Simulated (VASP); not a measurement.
Runs of VASP 6.6.1 on SbMo (rocksalt type). The structure is that of space group Fm-3m (No. 225), or close to it. The cells are those of the table. 

```csv
task,level,spin,cell,cutoff (eV),gap on the mesh (eV),pressure (GPa)
single point,PBE,off,"a = 3.904 Å, angles 60.0°, 2 atoms",520,none,-0.1
single point,PBE,"non-collinear, zero start, SOC","a = 3.904 Å, angles 60.0°, 2 atoms",520,-,0.0
electric field gradients,PBEsol,off,"a = 3.904 Å, angles 60.0°, 2 atoms",520,none,(a)
relaxation of cell and atoms,PBE,off,"relaxed from a = 3.958 Å, angles 60.0°, 2 atoms",600,none,0.0
```

Alike in all rows: potentials or basis VASP PAW PBE potentials, release 64 (Mo_sv, Sb); k mesh 10 × 10 × 10; smearing fermi-dirac 0.03 eV.

Problem. Estimate the missing entries.

Solution. (a) -4.8.

Caveats: spin-orbit coupling is left out, which moves the levels of the heavy elements (at least some runs); the cell stands under tension (at least some runs); the PAW data sets were made with another functional, which shifts forces and pressure a little (at least some runs).

A k mesh can miss the band edges, and rows without SOC leave out spin-orbit coupling on Mo, Sb.

A gap of «none» marks levels without a gap at the run's occupations.
